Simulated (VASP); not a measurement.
Wanted: the native input for a VASP 6.6.1 run.

```yaml
Task: single point
Functional: r2SCAN
Dispersion: D4
Potentials_or_basis: VASP PAW PBE potentials, release 64 (Cu, O)
Cutoff: 520 eV
k_mesh: 10 × 10 × 5
Occupations: fermi-dirac, width 0.05 eV
Spin: no spin polarisation
Dipole_correction: no
Further_INCAR_settings: ALGO = Normal; EDIFF = 1e-06; NBANDS = 25
```

The system is CuO.

```
Cu O
1.0
     2.03675   -2.03340    0.15974
     2.03675    2.03340    0.15974
    -0.39428    0.00000    5.10390
Cu O
2 2
Direct
  0.50000 0.00000 0.50000
  0.00000 0.50000 0.00000
  0.50035 0.49965 0.75000
  0.49965 0.50035 0.25000
```

The input as run:

POSCAR

```
CuO
1.0
    2.0367544704     -2.0333980524      0.1597410781
    2.0367544704      2.0333980524      0.1597410781
   -0.3942812953      0.0000000000      5.1039014995
Cu O
2 2
Direct
    0.5000000000      0.0000000000      0.5000000000
    0.0000000000      0.5000000000      0.0000000000
    0.5003520954      0.4996479046      0.7500000000
    0.4996479046      0.5003520954      0.2500000000
```

INCAR.step1

```
SYSTEM = CuO
  ALGO = Normal
  EDIFF = 1E-4
  ENCUT = 520
  GGA = PE
  ISMEAR = -1
  LASPH = .True.
  LCHARG = .False.
  LREAL = .False.
  LWAVE = .True.
  NBANDS = 25
  NELM = 100
  PREC = Accurate
  SIGMA = 0.05
```

INCAR.step2

```
SYSTEM = CuO
  ALGO = Normal
  EDIFF = 1E-6
  ENCUT = 520
  ISIF = 2
  ISMEAR = -1
  ISTART = 1
  IVDW = 13
  LASPH = .True.
  LCHARG = .False.
  LMIXTAU = .True.
  LREAL = .False.
  LWAVE = .False.
  METAGGA = R2SCAN
  NBANDS = 25
  NELM = 100
  PREC = Accurate
  SIGMA = 0.05
  VDW_A1 = 0.51559235
  VDW_A2 = 5.77342911
  VDW_S6 = 1.0
  VDW_S8 = 0.6018749
```

KPOINTS

```
k-points
0
Gamma
  10 10 5
  0 0 0
```

Potentials or basis: VASP PAW PBE potentials, release 64 (Cu, O).

Launch:

```bash
$ cat potpaw_PBE.64/Cu/POTCAR potpaw_PBE.64/O/POTCAR > POTCAR
$ cp INCAR.step1 INCAR
$ mpirun -np 1 vasp_std > vasp.out
$ cp INCAR.step2 INCAR
$ mpirun -np 1 vasp_std > vasp.out
```

It gave:

```
Pressure                   : 1.0 GPa
Band gap on the k mesh     : zero (bands 17 and 18 overlap by 0.96 eV)
Dispersion energy per atom : -0.115 eV
```

Caveat: the PAW data sets were made with another functional, which shifts forces and pressure a little; semilocal functionals often make such compounds metallic where correlation or magnetic order opens a gap, which also shifts bond lengths.

Run time: 6.7 min on 1 thread of Intel Xeon 8259CL (shared host), peak memory 0.26 GiB.
